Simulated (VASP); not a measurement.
# CdSe (P6_3mc) in VASP: a series of runs

CdSe is run at these levels: r2SCAN; tasks: single point.

Everything below comes from runs of VASP 6.6.1. Logs are shortened: lines on timing, memory, paths and dates and some standing lists are left out, and cuts for length are marked.

## 1. The cell of the first run

The structure is hexagonal, space group P6_3mc (No. 186). Conventional cell: a = 4.340 Å, b = 4.340 Å, c = 7.078 Å, α = 90.00°, β = 90.00°, γ = 120.00°. Cd (site symmetry 3m) has 4 Se at 2.66 Å within 3.5 Å. Se (site symmetry 3m) has 4 Cd at 2.66 Å within 3.5 Å.

## 2. Single point, r2SCAN

The input, POSCAR:

```
CdSe
1.0
    4.3398318052      0.0000000000      0.0000000000
   -2.1699159026      3.7584045914      0.0000000000
    0.0000000000      0.0000000000      7.0784044757
Cd Se
2 2
Direct
    0.3333333333      0.6666666667      0.0000569597
    0.6666666667      0.3333333333      0.5000569597
    0.3333333333      0.6666666667      0.3759430403
    0.6666666667      0.3333333333      0.8759430403
```

The input, INCAR.step1:

```
SYSTEM = CdSe
PREC     = Accurate       ! precision mode
ENCUT    = 520            ! plane-wave cutoff, eV
ISMEAR   = 0              ! smearing method
SIGMA    = 0.02           ! smearing width, eV
LREAL    = .False.        ! projectors in reciprocal space
LASPH    = .True.         ! aspherical terms in the spheres
NELM     = 60             ! most SCF steps
NBANDS   = 26             ! bands
GGA      = PE             ! functional
ALGO     = Normal         ! electronic algorithm
EDIFF    = 1E-4           ! SCF threshold, eV
LWAVE    = .True.         ! write WAVECAR
LCHARG   = .False.        ! write CHGCAR
```

The input, INCAR.step2:

```
SYSTEM = CdSe
PREC     = Accurate       ! precision mode
ENCUT    = 520            ! plane-wave cutoff, eV
EDIFF    = 1E-7           ! SCF threshold, eV
ISMEAR   = 0              ! smearing method
SIGMA    = 0.02           ! smearing width, eV
LREAL    = .False.        ! projectors in reciprocal space
LASPH    = .True.         ! aspherical terms in the spheres
NELM     = 60             ! most SCF steps
ALGO     = Normal         ! electronic algorithm
ISIF     = 2              ! what is computed and relaxed
LWAVE    = .False.        ! write WAVECAR
LCHARG   = .False.        ! write CHGCAR
METAGGA  = R2SCAN         ! meta-GGA
LMIXTAU  = .True.       
NBANDS   = 26             ! bands
ISTART   = 1
```

The input, KPOINTS:

```
regular mesh
0
Gamma
  9 9 6
  0 0 0
```

Potentials or basis: VASP PAW PBE potentials, release 64 (Cd, Se).

Launch:

```sh
$ cat potpaw_PBE.64/Cd/POTCAR potpaw_PBE.64/Se/POTCAR > POTCAR
$ cp INCAR.step1 INCAR
$ mpirun -np 1 vasp_std > vasp.out
$ cp INCAR.step2 INCAR
$ mpirun -np 1 vasp_std > vasp.out
```

OUTCAR:

```text
SYSTEM = CdSe
   PREC = Accurate
   ENCUT = 520
   EDIFF = 1E-7
   ISMEAR = 0
   LREAL = .False.
   LASPH = .True.
   NELM = 60
   ISIF = 2
   METAGGA = R2SCAN
   ISTART = 1

 ion  position               nearest neighbor table
   1  0.333  0.667  0.000-   4 2.66   4 2.66   4 2.66   3 2.66
   2  0.667  0.333  0.500-   3 2.66   3 2.66   3 2.66   4 2.66
   3  0.333  0.667  0.376-   2 2.66   2 2.66   2 2.66   1 2.66
   4  0.667  0.333  0.876-   1 2.66   1 2.66   1 2.66   2 2.66

  LATTYP: Found a hexagonal cell.
 ALAT       =     4.3398318052
 C/A-ratio  =     1.6310319831

  Lattice vectors:

 A1 = (   4.3398318052,   0.0000000000,   0.0000000000)
 A2 = (  -2.1699159026,   3.7584045914,   0.0000000000)
 A3 = (   0.0000000000,   0.0000000000,   7.0784044757)

Analysis of symmetry for initial positions (statically):
=====================================================================
 Subroutine PRICEL returns:
 Original cell was already a primitive cell.

 Routine SETGRP: Setting up the symmetry group for a
 hexagonal supercell.

 Subroutine GETGRP returns: Found 12 space group operations
 (whereof  6 operations were pure point group operations)
 out of a pool of 24 trial point group operations.

The static configuration has the point symmetry C_3v.
 The point group associated with its full space group is C_6v.

Analysis of symmetry for dynamics (positions and initial velocities):
=====================================================================
 Subroutine PRICEL returns:
 Original cell was already a primitive cell.

 Routine SETGRP: Setting up the symmetry group for a
 hexagonal supercell.

 Subroutine GETGRP returns: Found 12 space group operations
 (whereof  6 operations were pure point group operations)
 out of a pool of 24 trial point group operations.

The dynamic configuration has the point symmetry C_3v.
 The point group associated with its full space group is C_6v.

 Subroutine INISYM returns: Found 12 space group operations
 (whereof  6 operations are pure point group operations),
 and found     1 'primitive' translations

----------------------------------------------------------------------------------------

                                     Primitive cell

  volume of cell :     115.4547

  direct lattice vectors                    reciprocal lattice vectors
     4.339831805  0.000000000  0.000000000     0.230423677  0.133035172  0.000000000
    -2.169915903  3.758404591  0.000000000     0.000000000  0.266070343  0.000000000
     0.000000000  0.000000000  7.078404476     0.000000000  0.000000000  0.141274775

  length of vectors
     4.339831805  4.339831805  7.078404476     0.266070343  0.266070343  0.141274775

  position of ions in fractional coordinates (direct lattice)
     0.333333333  0.666666667  0.000056960
     0.666666667  0.333333333  0.500056960
     0.333333333  0.666666667  0.375943040
     0.666666667  0.333333333  0.875943040

  ion indices of the primitive-cell ions
   primitive index   ion index
                 1           1
                 2           2
                 3           3
                 4           4

----------------------------------------------------------------------------------------

 KPOINTS: regular mesh

Automatic generation of k-mesh.
 Grid dimensions read from file:
 generate k-points for:    9    9    6

 Generating k-lattice:

  Cartesian coordinates                     Fractional coordinates (reciprocal lattice)
     0.025602631  0.014781686  0.000000000     0.111111111  0.000000000  0.000000000
     0.000000000  0.029563371  0.000000000     0.000000000  0.111111111  0.000000000
     0.000000000  0.000000000  0.023545796     0.000000000  0.000000000  0.166666667

  Length of vectors
     0.029563371  0.029563371  0.023545796

  Shift w.r.t. Gamma in fractional coordinates (k-lattice)
     0.000000000  0.000000000  0.000000000

 Subroutine IBZKPT returns following result:
 ===========================================

 Found     48 irreducible k-points:

 Following reciprocal coordinates:
            Coordinates               Weight
  0.000000  0.000000  0.000000      1.000000
  0.111111 -0.000000  0.000000      6.000000
  0.222222  0.000000  0.000000      6.000000
  0.333333  0.000000  0.000000      6.000000
  0.444444  0.000000  0.000000      6.000000
  0.111111  0.111111  0.000000      6.000000
[... 16 lines left out ...]
  0.333333  0.222222  0.166667     24.000000
  0.333333  0.333333  0.166667      4.000000
 [... further k-points ...]
   k-points           NKPTS =     48   k-points in BZ     NKDIM =     48   number of bands    NBANDS=     26
   number of dos      NEDOS =    301   number of ions     NIONS =      4
   total plane-waves  NPLWV =  55296
   dimension x,y,z NGX =    32 NGY =   32 NGZ =   54
   dimension x,y,z NGXF=    64 NGYF=   64 NGZF=  108
   ions per type =               2   2
   NGX,Y,Z   is equivalent  to a cutoff of  12.26, 12.26, 12.68 a.u.
   NGXF,Y,Z  is equivalent  to a cutoff of  24.52, 24.52, 25.37 a.u.
 SYSTEM =  CdSe
   PREC   = accura    normal or accurate (medium, high low for compatibility)
   ISTART =      1    job   : 0-new  1-cont  2-samecut
   ICHARG =      0    charge: 1-file 2-atom 10-const
   ISPIN  =      1    spin polarized calculation?
   LNONCOLLINEAR =      F non collinear calculations
   LSORBIT =      F    spin-orbit coupling
   LASPH  =      T    aspherical Exc in radial PAW
   ENCUT  =  520.0 eV  38.22 Ry    6.18 a.u.   8.07  8.07 13.16*2*pi/ulx,y,z
   NELM   =     60;   NELMIN=  2; NELMDL=  0     # of ELM steps
   EDIFF  = 0.1E-06   stopping-criterion for ELM
   LREAL  =      F    real-space projection
   EDIFFG = 0.1E-05   stopping-criterion for IOM
   NSW    =      0    number of steps for IOM
   IBRION =     -1    ionic relax: 0-MD 1-quasi-New 2-CG
   NFREE  =      0    steps in history (QN), initial steepest desc. (CG)
   ISIF   =      2    stress and relaxation
   ISYM   =      2    0-nonsym 1-usesym 2-fastsym
   POTIM  = 0.5000    time-step for ionic-motion
   TEBEG  =    0.0;   TEEND  =   0.0 temperature during run
   PSTRESS=    0.0 pullay stress
   NELECT =      36.0000    total number of electrons
   NUPDOWN=      -1.0000    fix difference up-down
   EMIN   =  10.00;   EMAX   =-10.00  energy-range for DOS
   EFERMI =   0.00;   METHOD = LEGACY
   ISMEAR =     0;   SIGMA  =   0.02  broadening in eV -4-tet -1-fermi 0-gaus
   EFERMI_NEDOS =   21; number of points for ismear=-14 and -15
   IALGO  =     38    algorithm
   IMIX   =      4    mixing-type and parameters
     AMIX     =   0.40;   BMIX     =  1.00
     AMIX_MAG =   1.60;   BMIX_MAG =  1.00
  volume/ion in A,a.u.               =      28.86       194.78
  Fermi-wavevector in a.u.,A,eV,Ry     =   1.110125  2.097831 16.767502  1.232377
  Thomas-Fermi vector in A             =   2.246672
   LORBIT       =      0    0 simple, 1 ext, 2 COOP (PROOUT), +10 PAW based schemes
   METAGGA = R2SCAN    functional components
   LHFCALC =     F    Hartree Fock is set to
   AEXX    =    0.0000 exact exchange contribution
   IVDW    =     0    specifies the selected vdW correction
   LEPSILON=     F    determine dielectric tensor
   LRPA    =     F    only Hartree local field effects (RPA)
 non-spin polarized calculation
 Gauss-broadening in eV      SIGMA  =   0.02
  energy-cutoff  :      520.00
  volume of cell :      115.45
 maximum number of plane-waves:      3126
   NGX = 17   NGY = 17   NGZ = 27

 number of electron      36.0000001 magnetization

 Free energy of the ion-electron system (eV)
  ---------------------------------------------------
  ext. energy  EPLUGINS =         0.00000000
  ---------------------------------------------------
  free energy    TOTEN  =       -71.83293262 eV

  energy without entropy =      -71.83293262  energy(sigma->0) =      -71.83293262

 E-fermi :   0.5522     XC(G=0):  -9.2976

 val. band max:        0.4439100368   @ k =   0.0000   0.0000   0.0000
 cond. band min:       1.5379804744   @ k =   0.0000   0.0000   0.0000
 fundamental gap:      1.0940704376
 Fermi energy:         0.5522262643

 k-point     1 :       0.0000    0.0000    0.0000
  band No.  band energies     occupation
      1     -12.4352      2.00000
      2     -12.0729      2.00000
      3      -7.6316      2.00000
      4      -7.6258      2.00000
      5      -7.6258      2.00000
      6      -7.5573      2.00000
[... 18 lines left out ...]
     25       7.9959      0.00000
     26       8.4983      0.00000

 k-point     2 :       0.1111   -0.0000    0.0000
  band No.  band energies     occupation
      1     -12.3984      2.00000
      2     -12.0561      2.00000
      3      -7.6204      2.00000
      4      -7.6123      2.00000
      5      -7.5949      2.00000
      6      -7.5402      2.00000
[... 18 lines left out ...]
     25       8.2662      0.00000
     26       8.2884      0.00000

 k-point     3 :       0.2222    0.0000    0.0000
  band No.  band energies     occupation
      1     -12.3019      2.00000
      2     -12.0159      2.00000
      3      -7.5907      2.00000
      4      -7.5809      2.00000
      5      -7.5130      2.00000
      6      -7.4920      2.00000
[... 18 lines left out ...]
     25       8.1881      0.00000
     26       8.9342      0.00000

 k-point     4 :       0.3333    0.0000    0.0000
  band No.  band energies     occupation
      1     -12.1829      2.00000
      2     -11.9778      2.00000
      3      -7.5627      2.00000
      4      -7.5521      2.00000
      5      -7.4461      2.00000
      6      -7.4398      2.00000
[... 18 lines left out ...]
     25       8.7258      0.00000
     26       9.2231      0.00000
[... 496 lines left out ...]
      1     -12.1136      2.00000
      2     -11.9760      2.00000
      3      -7.5497      2.00000
      4      -7.5241      2.00000
      5      -7.4458      2.00000
      6      -7.4305      2.00000
[... 18 lines left out ...]
     25       8.5029      0.00000
     26       9.5349      0.00000

 k-point    23 :       0.3333    0.2222    0.1667
  band No.  band energies     occupation
      1     -12.0400      2.00000
      2     -11.9711      2.00000
      3      -7.5474      2.00000
      4      -7.4958      2.00000
      5      -7.4323      2.00000
      6      -7.4076      2.00000
[... 18 lines left out ...]
     25       9.0211      0.00000
     26       9.6841      0.00000

 k-point    24 :       0.3333    0.3333    0.1667
  band No.  band energies     occupation
      1     -11.9922      2.00000
      2     -11.9922      2.00000
      3      -7.5508      2.00000
      4      -7.4546      2.00000
      5      -7.4546      2.00000
      6      -7.4021      2.00000
[... 18 lines left out ...]
     25       9.3599      0.00000
     26       9.3599      0.00000

 [... further k-points ...]

------------------------ aborting loop because EDIFF is reached ----------------------------------------

  FORCE on cell =-STRESS in cart. coord.  units (eV):
  Direction    XX          YY          ZZ          XY          YZ          ZX
  --------------------------------------------------------------------------------------
  -------------------------------------------------------------------------------------
  Total        0.1769558      0.1769558      0.1797787      0.0000000      0.0000000      0.0000000
  in kB        2.4556340      2.4556340      2.4948077      0.0000000      0.0000000      0.0000000
  external PRESSURE =       2.4686919 kB  Pullay stress =       0.0000000 kB

 VOLUME and BASIS-vectors are now :
 -----------------------------------------------------------------------------
  energy-cutoff  :      520.00
  volume of cell :      115.45
      direct lattice vectors                 reciprocal lattice vectors
     4.339831805  0.000000000  0.000000000     0.230423677  0.133035172  0.000000000
    -2.169915903  3.758404591  0.000000000     0.000000000  0.266070343  0.000000000
     0.000000000  0.000000000  7.078404476     0.000000000  0.000000000  0.141274775

 POSITION                                       TOTAL-FORCE (eV/Angst)
 -----------------------------------------------------------------------------------
     -0.00000      2.50560      0.00040         0.000000     -0.000000      0.000448
      2.16992      1.25280      3.53961        -0.000000     -0.000000      0.000448
     -0.00000      2.50560      2.66108         0.000000      0.000000     -0.000448
      2.16992      1.25280      6.20028         0.000000     -0.000000     -0.000448
 -----------------------------------------------------------------------------------
    total drift:                               -0.000000      0.000000     -0.003233

  FREE ENERGIE OF THE ION-ELECTRON SYSTEM (eV)
  ---------------------------------------------------
  free  energy   TOTEN  =       -71.8329326152 eV

  energy  without entropy=      -71.8329326152  energy(sigma->0) =      -71.83293262
```

Run time: 5.4 min. Hardware: 1 thread of AMD EPYC 9R45 (Zen 5), shared host; peak memory 0.29 GiB.

What came out:

| Item | Value |
| --- | --- |
| Free energy | -71.8329 eV |
| Pressure | 0.2 GPa |
| Band gap on the k mesh | 1.09 eV |

Caveat: the PAW data sets were made with another functional, which shifts forces and pressure a little.

## 3. Single point, r2SCAN (atoms moved along the polar distortion)

POSCAR is that of step 2.

The input, INCAR.step1:

```
  PREC = Accurate
  ENCUT = 520
  ISMEAR = 0
  SIGMA = 0.01
  LREAL = False
  LASPH = True
  NELM = 80
  NBANDS = 26
  GGA = PE
  ALGO = Normal
  EDIFF = 1E-4
  LWAVE = True
  LCHARG = False
```

The input, INCAR.step2:

```
  PREC = Accurate
  ENCUT = 520
  EDIFF = 1E-7
  ISMEAR = 0
  SIGMA = 0.01
  LREAL = False
  LASPH = True
  NELM = 80
  ALGO = Normal
  ISIF = 2
  LWAVE = False
  LCHARG = False
  METAGGA = R2SCAN
  LMIXTAU = True
  NBANDS = 26
  ISTART = 1
```

The input, KPOINTS:

```
regular mesh
0
Gamma
  9 9 6
```

Potentials or basis: VASP PAW PBE potentials, release 64 (Cd, Se).

Launch:

```sh
$ cat potpaw_PBE.64/Cd/POTCAR potpaw_PBE.64/Se/POTCAR > POTCAR
$ cp INCAR.step1 INCAR
$ mpirun -np 1 vasp_std > vasp.out
$ cp INCAR.step2 INCAR
$ mpirun -np 1 vasp_std > vasp.out
```

Wall time 5.4 min (1 thread of AMD EPYC 9R45 (Zen 5), shared host); peak memory 0.29 GiB.

Results (log left out):

```yaml
Free_energy: -71.8329 eV
Pressure: 0.2 GPa
Band_gap_on_the_k_mesh: 1.09 eV
```

Levels at points of the mesh, in eV from the valence-band top:
| k point | band 16 | band 17 | band 18 | band 19 | band 20 | band 21 |
| --- | --- | --- | --- | --- | --- | --- |
| (0.00, 0.00, 0.00) | -0.04 | 0.00 | 0.00 | 1.09 | 2.64 | 6.38 |
| (0.00, 0.00, 0.50) | -0.38 | -0.38 | -0.38 | 2.78 | 2.78 | 6.27 |

Caveat: the cell differs from its parent crystal (atoms moved along the polar distortion); the PAW data sets were made with another functional, which shifts forces and pressure a little.

## 4. Single point, r2SCAN (atoms moved along the polar distortion)

The input, POSCAR:

```
CdSe
1.0
    4.3398318052      0.0000000000      0.0000000000
   -2.1699159026      3.7584045914      0.0000000000
    0.0000000000      0.0000000000      7.0784044757
Cd Se
2 2
Direct
    0.3333333333      0.6666666667     -0.0092515843
    0.6666666667      0.3333333333      0.4907484157
    0.3333333333      0.6666666667      0.3852515843
    0.6666666667      0.3333333333      0.8852515843
```

The input, INCAR.step1:

```
SYSTEM = CdSe
PREC     = Accurate       ! precision mode
ENCUT    = 520            ! plane-wave cutoff, eV
ISMEAR   = 0              ! smearing method
SIGMA    = 0.01           ! smearing width, eV
LREAL    = .FALSE.        ! projectors in reciprocal space
LASPH    = .TRUE.         ! aspherical terms in the spheres
NELM     = 60             ! most SCF steps
NBANDS   = 26             ! bands
GGA      = PE             ! functional
ALGO     = Normal         ! electronic algorithm
EDIFF    = 1E-4           ! SCF threshold, eV
LWAVE    = .TRUE.         ! write WAVECAR
LCHARG   = .FALSE.        ! write CHGCAR
```

The input, INCAR.step2:

```
SYSTEM = CdSe
PREC     = Accurate       ! precision mode
ENCUT    = 520            ! plane-wave cutoff, eV
EDIFF    = 1E-7           ! SCF threshold, eV
ISMEAR   = 0              ! smearing method
SIGMA    = 0.01           ! smearing width, eV
LREAL    = .FALSE.        ! projectors in reciprocal space
LASPH    = .TRUE.         ! aspherical terms in the spheres
NELM     = 60             ! most SCF steps
ALGO     = Normal         ! electronic algorithm
ISIF     = 2              ! what is computed and relaxed
LWAVE    = .FALSE.        ! write WAVECAR
LCHARG   = .FALSE.        ! write CHGCAR
METAGGA  = R2SCAN         ! meta-GGA
LMIXTAU  = .TRUE.       
NBANDS   = 26             ! bands
ISTART   = 1
```

The input, KPOINTS:

```
Automatic mesh
0
G
  9 9 6
  0 0 0
```

Launch:

```sh
$ cat potpaw_PBE.64/Cd/POTCAR potpaw_PBE.64/Se/POTCAR > POTCAR
$ cp INCAR.step1 INCAR
$ mpirun -np 1 vasp_std > vasp.out
$ cp INCAR.step2 INCAR
$ mpirun -np 1 vasp_std > vasp.out
```

It took 5.4 min on 1 thread of AMD EPYC 9R45 (Zen 5), shared host; peak memory 0.29 GiB.

It converged, with:

```yaml
Free_energy: -71.7682 eV
Pressure: 0.6 GPa
Largest_force: 0.445 eV/Å
Band_gap_on_the_k_mesh: 1.14 eV
```

Forces in eV/Å, atoms in the order of the input:
```
Cd   0.000  0.000  0.445
Cd   0.000  0.000  0.445
Se   0.000  0.000 -0.445
Se   0.000  0.000 -0.445
```

Stress tensor (GPa, compression positive):
```
 1.60  0.00  0.00
 0.00  1.60  0.00
 0.00  0.00 -1.53
```

Levels at points of the mesh, in eV from the valence-band top:
```csv
k point,band 16,band 17,band 18,band 19,band 20,band 21
"(0.00, 0.00, 0.00)",-0.03,-0.03,0.00,1.14,2.43,6.37
"(0.00, 0.00, 0.50)",-0.36,-0.36,-0.36,2.67,2.67,6.22
```

Caveat: the cell differs from its parent crystal (atoms moved along the polar distortion); the PAW data sets were made with another functional, which shifts forces and pressure a little.

[end of part 1 of 2]
